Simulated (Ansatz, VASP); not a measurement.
# Al2Au in VASP and in Ansatz

INCAR

```
SYSTEM = Al2Au
PREC = Accurate
ENCUT = 520
EDIFF = 1E-6
ISMEAR = -1
SIGMA = 0.05
LREAL = .False.
LASPH = .True.
NELM = 80
ALGO = Normal
ISIF = 2
LWAVE = .False.
LCHARG = .False.
GGA = PE
NBANDS = 16
```

File KPOINTS:

```
Automatic mesh
0
Gamma
  8 8 8
  0 0 0
```

POSCAR

```
Al2Au
1.0
    0.0000000000      3.0394782115      3.0394782115
    3.0394782115      0.0000000000      3.0394782115
    3.0394782115      3.0394782115      0.0000000000
Au Al
1 2
Direct
    0.0000000000      0.0000000000      0.0000000000
    0.7500000000      0.7500000000      0.7500000000
    0.2500000000      0.2500000000      0.2500000000
```

input.yaml

```yaml
crystal:
  lattice:
    - [0.0, 3.0394782115, 3.0394782115]
    - [3.0394782115, 0.0, 3.0394782115]
    - [3.0394782115, 3.0394782115, 0.0]
  atoms:
    - { symbol: Au, position: [0.0, 0.0, 0.0] }
    - { symbol: Al, position: [0.75, 0.75, 0.75] }
    - { symbol: Al, position: [0.25, 0.25, 0.25] }
kpoints:
  mp_grid: { grid: [8, 8, 8] }
scf:
  occupations: { method: fermi_dirac, width: 0.05 }
hamiltonian:
  xc: pbe
  pseudopotentials: { kind: all_electron, lapw: { basis_error: 0.001 } }
output:
  forces: true
  stress: true
  eigenvalues: true
```

Change from the starting cell: volume scaled by 1.04.

Alike in both runs: task single point; functional PBE; k mesh 8 × 8 × 8; occupations fermi-dirac, width 0.05 eV; no spin polarisation.

|  | VASP | Ansatz |
| --- | --- | --- |
| version | VASP 6.6.1 | Ansatz 0.2.0 |
| potentials or method | VASP PAW PBE potentials, release 64 (Au, Al), cutoff 520 eV | all-electron LAPW, scalar-relativistic |

```csv
,VASP,Ansatz,Ansatz less VASP
gap on the k mesh at the Fermi level (eV),none,none,-
pressure (GPa),-1.2,-1.0,+0.21
```

A gap of «none» marks a metal or a gap that the smearing closes. Ansatz ran all-electron here, and VASP with PAW potentials.

Spin-orbit coupling is off throughout.
